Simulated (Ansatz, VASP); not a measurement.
## One calculation of InSb, two programs

The input POSCAR:

```
InSb
1.0
    0.0000000000      3.2795130175      3.2795130175
    3.2795130175      0.0000000000      3.2795130175
    3.2795130175      3.2795130175      0.0000000000
In Sb
1 1
Direct
    0.0000000000      0.0000000000      0.0000000000
    0.2500000000      0.2500000000      0.2500000000
```

INCAR.step1

```
PREC = Accurate ; ENCUT = 520
EDIFF = 1E-5 ; ISMEAR = -1
SIGMA = 0.02 ; LREAL = False
LASPH = True ; NELM = 80
ALGO = Normal ; ISIF = 2
LWAVE = True ; LCHARG = False
NBANDS = 16 ; GGA = PE
```

INCAR.step2

```
PREC = Accurate ; ENCUT = 520
EDIFF = 1E-6 ; ISMEAR = -1
SIGMA = 0.02 ; LREAL = False
LASPH = True ; NELM = 80
ALGO = Normal ; ISIF = 2
LWAVE = False ; LCHARG = False
GGA = PE ; LHFCALC = True
HFSCREEN = 0.2079 ; PRECFOCK = Normal
NBANDS = 16 ; ISTART = 1
```

Contents of KPOINTS:

```
regular mesh
0
Gamma
  4 4 4
```

Input for Ansatz:

```yaml
crystal:
  lattice:
    - [0.0, 3.2795130175, 3.2795130175]
    - [3.2795130175, 0.0, 3.2795130175]
    - [3.2795130175, 3.2795130175, 0.0]
  atoms:
    - { symbol: In, position: [0.0, 0.0, 0.0] }
    - { symbol: Sb, position: [0.25, 0.25, 0.25] }
kpoints:
  mp_grid: { grid: [4, 4, 4] }
  band_path:
    path:
      - [0.0, 0.0, 0.0]
      - [-0.5, -0.5, 0.0]
      - [-0.375, -0.375, 0.25]
      - [-0.375, 0.0, 0.375]
      - [0.0, 0.0, 0.5]
      - [-0.5, -0.25, 0.25]
    npoints: 1
hamiltonian:
  xc: hse06
scf:
  occupations: { method: fermi_dirac, width: 0.02 }
  n_extra_bands: 4
output:
  forces: true
  stress: true
  eigenvalues: true
  write_density: true
  write_potential: true
  elf: true
  volumetric_format: npy
```

Alike in both runs: task single point; functional HSE06; k mesh 4 × 4 × 4; occupations fermi-dirac, width 0.02 eV; no spin polarisation.

|  | VASP | Ansatz |
| --- | --- | --- |
| version | VASP 6.6.1 | Ansatz 0.2.0 |
| potentials or method | VASP PAW PBE potentials, release 64 (In_d, Sb) | plane waves, PAW |
| plane-wave cutoff (eV) | 520 | 420 |
| valence electrons in the cell | 18 | 28 |

|  | VASP | Ansatz | Ansatz less VASP |
| --- | --- | --- | --- |
| pressure (GPa) | -0.6 | -0.1 | +0.48 |

The functional is the same, so the differences come from potentials, cutoffs and numerics. VASP's potentials hold 18 valence electrons a cell and Ansatz's 28, so a difference there can come from the potentials and not from the codes. Ansatz's warnings: stress exchange threshold loose, stress scf threshold loose.

Spin-orbit coupling is off throughout.
